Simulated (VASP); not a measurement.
# SnTe3 (P6_3/mmc) in VASP: a series of runs, part 2 of 2

VASP 6.6.1. Earlier steps stand in the parts before.

## Step 5: Relaxation of cell and atoms, PBE

INCAR reads:

```
SYSTEM = SnTe3
ALGO     = Normal         ! electronic algorithm
EDIFF    = 1E-6           ! SCF threshold, eV
EDIFFG   = -0.04          ! ionic threshold
ENCUT    = 600            ! plane-wave cutoff, eV
GGA      = PE             ! functional
IBRION   = 2              ! ionic algorithm
ISIF     = 3              ! what is computed and relaxed
ISMEAR   = 0              ! smearing method
LASPH    = .TRUE.         ! aspherical terms in the spheres
LCHARG   = .FALSE.        ! write CHGCAR
LREAL    = .FALSE.        ! projectors in reciprocal space
LWAVE    = .FALSE.        ! write WAVECAR
NELM     = 80             ! most SCF steps
NSW      = 90             ! ionic steps
PREC     = Accurate       ! precision mode
SIGMA    = 0.1            ! smearing width, eV
```

KPOINTS reads:

```
k-points
0
G
  3 3 4
  0 0 0
```

POSCAR reads:

```
SnTe3
1.0
    7.9130865000      0.0000000000      0.0000000000
   -3.9565432500      6.8529339400      0.0000000000
    0.0000000000      0.0000000000      6.2158532300
Sn Te
2 6
Direct
    0.6666666700      0.3333333300      0.2500000000
    0.3333333300      0.6666666700      0.7500000000
    0.3503951700      0.1751975900      0.7500000000
    0.8248024100      0.1751975900      0.7500000000
    0.8248024100      0.6496048300      0.7500000000
    0.6496048300      0.8248024100      0.2500000000
    0.1751975900      0.8248024100      0.2500000000
    0.1751975900      0.3503951700      0.2500000000
```

Potentials or basis: VASP PAW PBE potentials, release 64 (Sn_d, Te).

Run with:

```console
> cat potpaw_PBE.64/Sn_d/POTCAR potpaw_PBE.64/Te/POTCAR > POTCAR
> mpirun -np 1 vasp_std > vasp.out
```

OUTCAR:

```text
SYSTEM = SnTe3
   EDIFF = 1E-6
   EDIFFG = -0.04
   ENCUT = 600
   GGA = PE
   IBRION = 2
   ISIF = 3
   ISMEAR = 0
   LASPH = .TRUE.
   LREAL = .FALSE.
   NELM = 80
   NSW = 90
   PREC = Accurate

 ion  position               nearest neighbor table
   1  0.667  0.333  0.250-
   2  0.333  0.667  0.750-
   3  0.350  0.175  0.750-
   4  0.825  0.175  0.750-
   5  0.825  0.650  0.750-
   6  0.650  0.825  0.250-
   7  0.175  0.825  0.250-
   8  0.175  0.350  0.250-

  LATTYP: Found a hexagonal cell.
 ALAT       =     7.9130865000
 C/A-ratio  =     0.7855156430

  Lattice vectors:

 A1 = (   7.9130865000,   0.0000000000,   0.0000000000)
 A2 = (  -3.9565432500,   6.8529339400,   0.0000000000)
[... 177 lines left out ...]

 E-fermi :   3.4421     XC(G=0):  -8.3778

 val. band max:        3.4139934156   @ k =   0.0000   0.0000   0.5000
 cond. band min:       3.4469480307   @ k =   0.0000   0.0000   0.0000
 fundamental gap:      0.0329546150
 Fermi energy:         3.4420878844
[... 486 lines left out ...]
  FREE ENERGIE OF THE ION-ELECTRON SYSTEM (eV)
  ---------------------------------------------------
  free  energy   TOTEN  =       -25.1756127689 eV

  energy  without entropy=      -25.1560879415  energy(sigma->0) =      -25.16585036

[... ionic steps 4 to 14 ...]

--------------------------------------- Ionic step       15  -------------------------------------------

 number of electron      64.0000000 magnetization

------------------------ aborting loop because EDIFF is reached ----------------------------------------
[... 455 lines left out ...]
--------------------------------------- Ionic step       17  -------------------------------------------

 number of electron      64.0000002 magnetization

 Free energy of the ion-electron system (eV)
  ---------------------------------------------------
  ext. energy  EPLUGINS =         0.00000000
  ---------------------------------------------------
  free energy    TOTEN  =       -25.25254760 eV

  energy without entropy =      -25.22706979  energy(sigma->0) =      -25.23980870

 E-fermi :   7.4854     XC(G=0): -10.0181

 val. band max:        7.4760342191   @ k =   0.3333   0.3333   0.2500
 cond. band min:       7.5018018167   @ k =   0.3333   0.0000   0.2500
 fundamental gap:      0.0257675976
 Fermi energy:         7.4853677594
[... 402 lines left out ...]
  FREE ENERGIE OF THE ION-ELECTRON SYSTEM (eV)
  ---------------------------------------------------
  free  energy   TOTEN  =       -25.2525476012 eV

  energy  without entropy=      -25.2270697911  energy(sigma->0) =      -25.23980870

 reached required accuracy - stopping structural energy minimisation
```

CONTCAR:

```text
SnTe3
   1.00000000000000
     7.1029139106632462    0.0000000000000000    0.0000000000000000
    -3.5514569553316231    6.1513038933658812   -0.0000000000000000
    -0.0000000000000000   -0.0000000000000000    5.2833987607747437
  Sn              Te
     2     6
Direct
     0.6666666699999979    0.3333333300000021    0.2500000000000000
     0.3333333300000021    0.6666666699999979    0.7500000000000000
     0.3386192760997416    0.1693096430500637    0.7500000000000000
     0.8306903569503141    0.1693096430500637    0.7500000000000000
     0.8306903569499360    0.6613807238998805    0.7500000000000000
     0.6613807239002583    0.8306903569499360    0.2500000000000000
     0.1693096430496859    0.8306903569499360    0.2500000000000000
     0.1693096430500637    0.3386192761001194    0.2500000000000000

  0.00000000E+00  0.00000000E+00  0.00000000E+00
  0.00000000E+00  0.00000000E+00  0.00000000E+00
  0.00000000E+00  0.00000000E+00  0.00000000E+00
  0.00000000E+00  0.00000000E+00  0.00000000E+00
  0.00000000E+00  0.00000000E+00  0.00000000E+00
  0.00000000E+00  0.00000000E+00  0.00000000E+00
  0.00000000E+00  0.00000000E+00  0.00000000E+00
  0.00000000E+00  0.00000000E+00  0.00000000E+00
```

Wall time 52 min (1 thread of Intel Xeon 8259CL, shared host); peak memory 0.59 GiB.

What came out:

* Free energy: -25.2525 eV
* Relaxed volume: 28.86 Å³/atom
* Relaxed cell: a = 7.103 Å, b = 7.103 Å, c = 5.283 Å, α = 90.00°, β = 90.00°, γ = 120.00°
* Space group after relaxing (to 0.1 Å): P6_3/mmc (No. 194)
* Energy gained by relaxing: 439.6 meV/atom
* Ionic steps: 17
* Pressure after relaxing: -0.1 GPa
* Largest force after relaxing: 0.028 eV/Å
* Band gap on the k mesh: zero (bands 32 and 33 overlap by 1.41 eV)

Forces on the atoms (eV/Å):
```
Sn   0.000  0.000  0.000
Sn   0.000  0.000  0.000
Te   0.025  0.014  0.000
Te  -0.025  0.014  0.000
Te   0.000 -0.028  0.000
Te  -0.025 -0.014  0.000
Te   0.025 -0.014  0.000
Te   0.000  0.028  0.000
```

Step by step:
| step | energy change (eV) | largest force (eV/Å) | pressure (GPa) | volume (Å³) |
| --- | --- | --- | --- | --- |
| 1 | 0.0000 | 0.4739 | -7.27 | 337.07 |
| 2 | -3.2475 | 0.0383 | -3.13 | 252.14 |
| 3 | -3.4395 | 0.1814 | -0.29 | 235.00 |
| 4 | -3.4400 | 0.2090 | 0.09 | 233.20 |
| 5 | -3.4516 | 0.1772 | 0.09 | 232.55 |
| 6 | -3.4737 | 0.0706 | 0.16 | 230.62 |
| 7 | -3.4490 | 0.1890 | 0.65 | 226.78 |
| 8 | -3.4769 | 0.0167 | 0.26 | 229.71 |
| 9 | -3.4900 | 0.0031 | -0.05 | 230.78 |
| 10 | -3.5003 | 0.0255 | -0.39 | 232.22 |
| 11 | -3.5020 | 0.0573 | -0.91 | 235.02 |
| 12 | -3.5045 | 0.0211 | -0.62 | 233.20 |
| 13 | -3.5062 | 0.0341 | -0.78 | 234.12 |
| 14 | -3.5107 | 0.0441 | -0.58 | 233.35 |
| 15 | -3.5109 | 0.0463 | -0.53 | 233.15 |
| 16 | -3.5140 | 0.0400 | -0.35 | 232.26 |
| 17 | -3.5164 | 0.0283 | -0.07 | 230.84 |

Final structure:
```cif
data_structure
_symmetry_space_group_name_H-M 'P 1'
_symmetry_Int_Tables_number 1
_cell_length_a 7.1029
_cell_length_b 7.1029
_cell_length_c 5.2834
_cell_angle_alpha 90.000
_cell_angle_beta 90.000
_cell_angle_gamma 120.000
_cell_volume 230.84
loop_
_atom_site_label
_atom_site_type_symbol
_atom_site_fract_x
_atom_site_fract_y
_atom_site_fract_z
_atom_site_occupancy
Sn1 Sn 0.66667 0.33333 0.25000 1
Sn2 Sn 0.33333 0.66667 0.75000 1
Te1 Te 0.33862 0.16931 0.75000 1
Te2 Te 0.83069 0.16931 0.75000 1
Te3 Te 0.83069 0.66138 0.75000 1
Te4 Te 0.66138 0.83069 0.25000 1
Te5 Te 0.16931 0.83069 0.25000 1
Te6 Te 0.16931 0.33862 0.25000 1
```

Caveat: the volume moved by over 15 % at a fixed basis, so the end points are rough; spin-orbit coupling is left out, which moves the levels of the heavy elements.

## Step 6: Overview

```tsv
task	cell	k mesh	cutoff (eV)	gap on the mesh (eV)	pressure (GPa)	largest force (eV/Å)
single point	a = 7.913, b = 7.913, c = 6.216 Å, angles 90.0, 90.0, 120.0°, 8 atoms, atomic positions A	3 × 3 × 4	520	none	-7.3	0.47
single point	a = 6.778, b = 6.778, c = 5.866 Å, angles 90.0, 90.0, 120.0°, 8 atoms, atomic positions B	3 × 3 × 4	520	none	0.0	0.01
single point	a = 6.821, b = 6.821, c = 5.874 Å, angles 90.0, 90.0, 120.0°, 8 atoms, atomic positions C	6 × 6 × 6	520	none	-0.1	-
relaxation of cell and atoms	relaxed from a = 7.913, b = 7.913, c = 6.216 Å, angles 90.0, 90.0, 120.0°, 8 atoms, atomic positions A	3 × 3 × 4	600	none	-0.1	0.03
```

Alike in all rows: level PBE; potentials or basis VASP PAW PBE potentials, release 64 (Sn_d, Te); no spin polarisation; smearing gaussian 0.1 eV.

Caveats: spin-orbit coupling is left out, which moves the levels of the heavy elements; the cell stands under tension (at least some runs); this functional lacks dispersion, which binds layers or chains, so the pressure and a relaxed spacing across them are unreliable (at least some runs); the volume moved by over 15 % at a fixed basis, so the end points are rough (at least some runs).

Absolute energies hang on the potentials; compare differences alone.

The gap in the log of VASP goes by the Fermi energy; the results here count the filled bands.